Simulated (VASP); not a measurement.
Y2GeS:

```
CELL_PARAMETERS angstrom
-2.39147 2.39147 3.85467
2.39147 -2.39147 3.85467
2.39147 2.39147 -3.85467
ATOMIC_POSITIONS crystal
Y 0.50000 0.00000 0.50000
Y 0.00000 0.50000 0.50000
Ge 0.50000 0.50000 0.00000
S 0.00000 0.00000 0.00000
```

The cell was generated, and may not be a known phase.

```yaml
Program: VASP 6.6.1
Task: relaxation of cell and atoms
Functional: PBE
Potentials_or_basis: VASP PAW PBE potentials, release 64 (Y_sv, Ge_d, S)
Cutoff: 600 eV
k_mesh: 6 × 6 × 6
Occupations: gaussian, width 0.1 eV
Spin: no spin polarisation
```

At the start: pressure 44.8 GPa; volume 22.05 Å³/atom.

Question: How do energy, volume and symmetry change on relaxing?

Answer: Over 12 steps the energy falls by 1145.5 meV/atom and the volume is 35.28 Å³/atom (+60.0 %); space group I4/mmm (No. 139, to 0.1 Å) before and after.

Step by step:
```
step  energy change (eV)  largest force (eV/Å)  pressure (GPa)  volume (Å³)
   1              0.0000                0.0000           44.78        88.18
   2             -0.2479                0.0000           -9.80       186.06
   3             -4.3510                0.0000           -2.16       123.95
   4             -4.4045                0.0000           -0.60       120.88
   5             -4.4168                0.0000            0.80       118.50
   6             -4.4162                0.0000            0.40       119.16
   7             -4.4449                0.0000            0.21       121.23
   8             -4.5152                0.0000           -0.20       127.45
   9             -4.5770                0.0000           -0.54       139.84
  10             -4.5789                0.0000           -0.55       142.06
  11             -4.5086                0.0000            2.94       136.64
  12             -4.5822                0.0000            0.00       141.11
```

Final structure:
```
CELL_PARAMETERS angstrom
-2.74594 2.74594 4.67844
2.74594 -2.74594 4.67844
2.74594 2.74594 -4.67844
ATOMIC_POSITIONS crystal
Y 0.50000 0.00000 0.50000
Y 0.00000 0.50000 0.50000
Ge 0.50000 0.50000 0.00000
S 0.00000 0.00000 0.00000
```

Caveat: the volume moved by over 15 % at a fixed basis, so the end points are rough.
